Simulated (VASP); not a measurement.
Runs of VASP 6.6.1 on GdN. The structure is that of space group Fm-3m (No. 225), or close to it. The cells are those of the table. 

```csv
level,cell,gap on the mesh (eV),pressure (GPa),moment (μB)
r2SCAN+D3(BJ),"a = 3.517 Å, angles 60.0°, 2 atoms",none,(a),7.00
r2SCAN,"a = 3.563 Å, angles 60.0°, 2 atoms",none,-5.7,7.00
r2SCAN,"a = 3.540 Å, angles 60.0°, 2 atoms",none,-3.0,7.00
r2SCAN,"a = 3.517 Å, angles 60.0°, 2 atoms",none,0.0,7.00
```

Alike in all rows: task single point; potentials or basis VASP PAW PBE potentials, release 64 (Gd, N); spin collinear, ferromagnetic start; k mesh 12 × 12 × 12; cutoff (eV) 520; smearing gaussian 0.05 eV.

Q: Fill in the values left out.

A: (a) -1.9.

Caveats: the PAW data sets were made with another functional, which shifts forces and pressure a little; spin-orbit coupling is left out, which moves the levels of the heavy elements; a cell with one magnetic atom can't hold antiferromagnetic order, which such compounds often take; semilocal functionals describe open f shells poorly, which spoils levels, moments and volumes; three body term missing (at least some runs); the cell stands under tension (at least some runs).

A k mesh can miss the band edges, and the runs leave out spin-orbit coupling on Gd.

A gap of «none» marks levels without a gap at the run's occupations.
